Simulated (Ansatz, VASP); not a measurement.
## Two plane-wave programs on InSb

```
In Sb
1.0
     2.89524    0.00000    0.00000
     0.00000    2.89524    0.00000
     0.00000    0.00000    7.01878
In Sb
1 1
Direct
  0.00000 0.00000 0.00000
  0.00000 0.00000 0.50000
```

Alike in both runs: task single point; functional PBE; k mesh 18 × 18 × 10; occupations gaussian, width 0.15 eV; no spin polarisation.

```csv
,VASP,Ansatz
version,VASP 6.6.1,Ansatz 0.2.0
potentials or method,"VASP PAW PBE potentials, release 64 (In_d, Sb), cutoff 520 eV","scalar-relativistic, plane waves, PAW"
valence electrons in the cell,18,28
```

Ansatz gave:

```
gap on the k mesh at the Fermi level (eV)                     : none
pressure (GPa)                                                : 4.4
traceless stress, the component that is largest in VASP (GPa) : -9.55
```

Problem. What did VASP give for the same quantities?

Solution. gap on the k mesh at the Fermi level (eV): none; pressure (GPa): 4.4; traceless stress, the component that is largest in VASP (GPa): -9.57.

A gap of «none» marks a metal or a gap that the smearing closes. VASP's potentials hold 18 valence electrons a cell and Ansatz's 28, so a difference there can come from the potentials and not from the codes.

Neither program's run includes spin-orbit coupling.
